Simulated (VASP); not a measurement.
A run of VASP 6.6.1 is set up as follows.

The input POSCAR:

```
Hg
1.0
    3.0571944017      0.0000000000      0.0000000000
    0.0000000000      3.0571944017      0.0000000000
    0.0000000000      0.0000000000      3.0571944017
Hg
1
Direct
    0.0000000000      0.0000000000      0.0000000000
```

File INCAR.step1:

```
ALGO = Normal
EDIFF = 1E-4
ENCUT = 520
GGA = PE
ISMEAR = -1
LASPH = True
LCHARG = False
LREAL = False
LWAVE = True
NBANDS = 12
NELM = 60
PREC = Accurate
SIGMA = 0.1
```

File INCAR.step2:

```
ALGO = Normal
EDIFF = 1E-6
ENCUT = 520
ISIF = 2
ISMEAR = -1
ISTART = 1
LASPH = True
LCHARG = False
LMIXTAU = True
LREAL = False
LWAVE = False
METAGGA = R2SCAN
NBANDS = 12
NELM = 60
PREC = Accurate
SIGMA = 0.1
```

File KPOINTS:

```
k-points
0
Gamma
  11 11 11
```

Potentials or basis: VASP PAW PBE potentials, release 64 (Hg).

Command:

```sh
$ cat potpaw_PBE.64/Hg/POTCAR > POTCAR
$ cp INCAR.step1 INCAR
$ mpirun -np 1 vasp_std > vasp.out
$ cp INCAR.step2 INCAR
$ mpirun -np 1 vasp_std > vasp.out
```

Q: What does it give for the band gap on the k mesh?

A: Zero (band 6 reaches 4.17 eV, above the bottom of band 7 at 0.50 eV).

Q: Estimate the pressure.

A: -0.8 GPa.

Caveat: the PAW data sets were made with another functional, which shifts forces and pressure a little; spin-orbit coupling is left out, which moves the levels of the heavy elements.
